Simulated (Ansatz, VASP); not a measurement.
**One calculation of SnH2Br2, two programs**

```
CELL_PARAMETERS angstrom
4.32191 0.00000 0.00000
-2.16096 3.74289 0.00000
0.00000 0.00000 7.49695
ATOMIC_POSITIONS crystal
Sn 0.00000 0.00000 0.00000
H 0.33333 0.66667 0.79498
H 0.66667 0.33333 0.20502
Br 0.33333 0.66667 0.22430
Br 0.66667 0.33333 0.77570
```

Change from the starting cell: species swapped into the CaMg2Bi2 type (P-3m1, No. 164).

Alike in both runs: functional PBE; k mesh 12 × 12 × 6; occupations gaussian, width 0.1 eV; no spin polarisation.

Ansatz relaxed the structure, and its values are those at the end. VASP's run is a single point on that final structure, the one shown.

```csv
,VASP,Ansatz
version,VASP 6.6.1,Ansatz 0.2.0
potentials or method,"VASP PAW PBE potentials, release 64 (Sn_d, H, Br), cutoff 520 eV","scalar-relativistic, plane waves, PAW"
valence electrons in the cell,30,30
```

```tsv
	VASP	Ansatz	Ansatz less VASP
gap on the k mesh at the Fermi level (eV)	none	none	-
pressure (GPa)	0.0	0.0	+0.03
```

A gap of «none» marks a metal or a gap that the smearing closes. With one functional, cell and mesh, what is left measures potentials, basis and numerics.
